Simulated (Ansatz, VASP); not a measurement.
# Mg3SiN in VASP and in Ansatz

```xyz
5
Lattice="4.8874 0.0000 0.0000 0.0000 4.8874 0.0000 0.0000 0.0000 4.8874" Properties=species:S:1:pos:R:3 pbc="T T T"
Mg    0.0000    2.4437    2.4437
Mg    2.4437    0.0000    2.4437
Mg    2.4437    2.4437    0.0000
Si    2.4437    2.4437    2.4437
N     0.0000    0.0000    0.0000
```

Alike in both runs: functional PBE; k mesh 8 × 8 × 8; occupations gaussian, width 0.1 eV; collinear spin.

Ansatz relaxed the structure, and its values are those at the end. VASP's run is a single point on that final structure, the one shown.

|  | VASP | Ansatz |
| --- | --- | --- |
| version | VASP 6.6.1 | Ansatz 0.2.0 |
| potentials or method | VASP PAW PBE potentials, release 64 (Mg, Si, N), cutoff 520 eV | scalar-relativistic, plane waves, PAW |
| valence electrons in the cell | 15 | 39 |

|  | VASP | Ansatz | Ansatz less VASP |
| --- | --- | --- | --- |
| gap on the k mesh at the Fermi level (eV) | none | none | - |
| pressure (GPa) | 0.0 | 0.0 | +0.05 |
| net moment per atom (μB) | 0.20 | 0.20 | 0.000 |
| size of the moment on the site where the two differ most (μB) | 0.87 | 1.27 | +0.408 |

Site moments also hang on the region over which each program counts them. A gap of «none» marks a metal or a gap that the smearing closes. VASP's potentials hold 15 valence electrons a cell and Ansatz's 39, so a difference there can come from the potentials and not from the codes.
